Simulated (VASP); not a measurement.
Wanted: the native input for a VASP 6.6.1 run.

```
Task                   : single point
Functional             : r2SCAN
Dispersion             : D3(BJ)
Potentials or basis    : VASP PAW PBE potentials, release 64 (Hf_pv, O)
Cutoff                 : 520 eV
k mesh                 : 2 × 2 × 2
Occupations            : gaussian, width 0.01 eV
Spin                   : no spin polarisation
Dipole correction      : no
Further INCAR settings : ALGO = Normal; EDIFF = 1e-07; NBANDS = 31
```

HfO2:

```
CELL_PARAMETERS angstrom
4.81353 0.00000 0.00000
0.00000 4.81353 0.00000
0.00000 0.00000 3.20541
ATOMIC_POSITIONS crystal
Hf 0.00000 0.00000 0.00000
Hf 0.50000 0.50000 0.50000
O 0.19495 0.80505 0.50000
O 0.30505 0.30505 0.00000
O 0.69495 0.69495 0.00000
O 0.80505 0.19495 0.50000
```

One way to write it, as run:

POSCAR

```
HfO2
1.0
    4.8135330000      0.0000000000      0.0000000000
    0.0000000000      4.8135330000      0.0000000000
    0.0000000000      0.0000000000      3.2054150000
Hf O
2 4
Direct
    0.0000000000      0.0000000000      0.0000000000
    0.5000000000      0.5000000000      0.5000000000
    0.1949550000      0.8050450000      0.5000000000
    0.3050450000      0.3050450000      0.0000000000
    0.6949550000      0.6949550000      0.0000000000
    0.8050450000      0.1949550000      0.5000000000
```

INCAR.step1

```
SYSTEM = HfO2
  ALGO = Normal
  EDIFF = 1E-4
  ENCUT = 520
  GGA = PE
  ISMEAR = 0
  LASPH = .True.
  LCHARG = .False.
  LREAL = .False.
  LWAVE = .True.
  NBANDS = 31
  NELM = 60
  PREC = Accurate
  SIGMA = 0.01
```

INCAR.step2

```
SYSTEM = HfO2
  ALGO = Normal
  EDIFF = 1E-7
  ENCUT = 520
  ISIF = 2
  ISMEAR = 0
  ISTART = 1
  IVDW = 12
  LASPH = .True.
  LCHARG = .False.
  LMIXTAU = .True.
  LREAL = .False.
  LWAVE = .False.
  METAGGA = R2SCAN
  NBANDS = 31
  NELM = 60
  PREC = Accurate
  SIGMA = 0.01
  VDW_A1 = 0.49484001
  VDW_A2 = 5.73083694
  VDW_S6 = 1.0
  VDW_S8 = 0.78981345
```

KPOINTS

```
k-points
0
Gamma
  2 2 2
  0 0 0
```

Potentials or basis: VASP PAW PBE potentials, release 64 (Hf_pv, O).

Launch:

```sh
$ cat potpaw_PBE.64/Hf_pv/POTCAR potpaw_PBE.64/O/POTCAR > POTCAR
$ cp INCAR.step1 INCAR
$ mpirun -np 1 vasp_std > vasp.out
$ cp INCAR.step2 INCAR
$ mpirun -np 1 vasp_std > vasp.out
```

It gave:

* Pressure: 0.0 GPa
* Largest force: 0.228 eV/Å
* Band gap on the k mesh: 4.45 eV, direct
* Dispersion energy per atom: -0.099 eV

Caveat: the k points lie up to 0.98 Å⁻¹ apart; three body term missing; the PAW data sets were made with another functional, which shifts forces and pressure a little; spin-orbit coupling is left out, which moves the levels of the heavy elements.

Wall time 41 s on 1 thread of Intel(R) Xeon(R) Platinum 8488C (Sapphire Rapids) (shared host), peak memory 0.18 GiB.
